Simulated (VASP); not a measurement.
Crystal: Ga.

```
Ga
1.0
     0.00000    2.13979    2.13979
     2.13979    0.00000    2.13979
     2.13979    2.13979    0.00000
Ga
1
Direct
  0.00000 0.00000 0.00000
```

| Property | Result |
| --- | --- |
| Program | VASP 6.6.1 |
| Task | relaxation of cell and atoms |
| Functional | PBE |
| Potentials or basis | VASP PAW PBE potentials, release 64 (Ga_d) |
| Cutoff | 600 eV |
| k mesh | 13 × 13 × 13 |
| Occupations | fermi-dirac, width 0.1 eV |
| Spin | no spin polarisation |

At the start: pressure -1.4 GPa; volume 19.59 Å³/atom.

Task: How do energy, volume and symmetry change on relaxing?

Result: Over 5 steps the energy falls by 2.8 meV/atom and the volume is 19.00 Å³/atom (-3.0 %); space group Fm-3m (No. 225, to 0.05 Å).

Step by step:
```
step  energy change (eV)  largest force (eV/Å)  pressure (GPa)  volume (Å³)
   1              0.0000                0.0000           -1.43        19.59
   2             -0.0027                0.0000           -0.31        19.10
   3             -0.0028                0.0000            0.20        18.97
   4             -0.0028                0.0000           -0.13        19.02
   5             -0.0028                0.0000            0.00        19.00
```

Final structure:
```yaml
crystal:
  lattice:
    - [0.00000, 2.11803, 2.11803]
    - [2.11803, 0.00000, 2.11803]
    - [2.11803, 2.11803, 0.00000]
  atoms:
    - { symbol: Ga, position: [0.00000, 0.00000, 0.00000] }
```
